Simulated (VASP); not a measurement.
PrScO:

```xyz
3
Lattice="3.4605 0.0000 0.0000 0.0000 3.4605 0.0000 0.0000 0.0000 5.8629" Properties=species:S:1:pos:R:3 pbc="T T T"
Pr    1.7302    1.7302    0.0000
Sc    1.7302    1.7302    2.9314
O     0.0000    0.0000    2.9314
```

The cell was generated, and may not be a known phase.

* Program: VASP 6.6.1
* Task: relaxation of cell and atoms
* Functional: PBE
* Potentials or basis: VASP PAW PBE potentials, release 64 (Pr_3, Sc_sv, O), 4f in core
* Cutoff: 600 eV
* k mesh: 6 × 6 × 4
* Occupations: gaussian, width 0.2 eV
* Spin: no spin polarisation

At the start: pressure -7.4 GPa; volume 23.40 Å³/atom.

Question: Where does the relaxation end?

Answer: Over 8 steps the energy falls by 571.9 meV/atom and the volume is 22.96 Å³/atom (-1.9 %); space group P4/mmm (No. 123, to 0.1 Å) before and after.

The path:
| step | energy change (eV) | largest force (eV/Å) | pressure (GPa) | volume (Å³) |
| --- | --- | --- | --- | --- |
| 1 | 0.0000 | 0.0000 | -7.37 | 70.21 |
| 2 | -1.4270 | 0.0000 | 5.07 | 58.89 |
| 3 | -1.4270 | 0.0000 | 5.99 | 58.46 |
| 4 | -1.6375 | 0.0000 | 2.18 | 63.58 |
| 5 | -1.7072 | 0.0000 | -0.69 | 68.56 |
| 6 | -1.7084 | 0.0000 | -1.07 | 69.36 |
| 7 | -1.7121 | 0.0000 | 0.82 | 68.54 |
| 8 | -1.7158 | 0.0000 | 0.00 | 68.88 |

Final structure:
```cif
data_structure
_symmetry_space_group_name_H-M 'P 1'
_symmetry_Int_Tables_number 1
_cell_length_a 3.0402
_cell_length_b 3.0402
_cell_length_c 7.4526
_cell_angle_alpha 90.000
_cell_angle_beta 90.000
_cell_angle_gamma 90.000
_cell_volume 68.88
loop_
_atom_site_label
_atom_site_type_symbol
_atom_site_fract_x
_atom_site_fract_y
_atom_site_fract_z
_atom_site_occupancy
Pr1 Pr 0.50000 0.50000 0.00000 1
Sc1 Sc 0.50000 0.50000 0.50000 1
O1 O 0.00000 0.00000 0.50000 1
```

Caveat: a cell axis changed by over 15 % at a fixed basis, so the end point is rough; the run has no spin polarisation, though such a crystal can be magnetic.
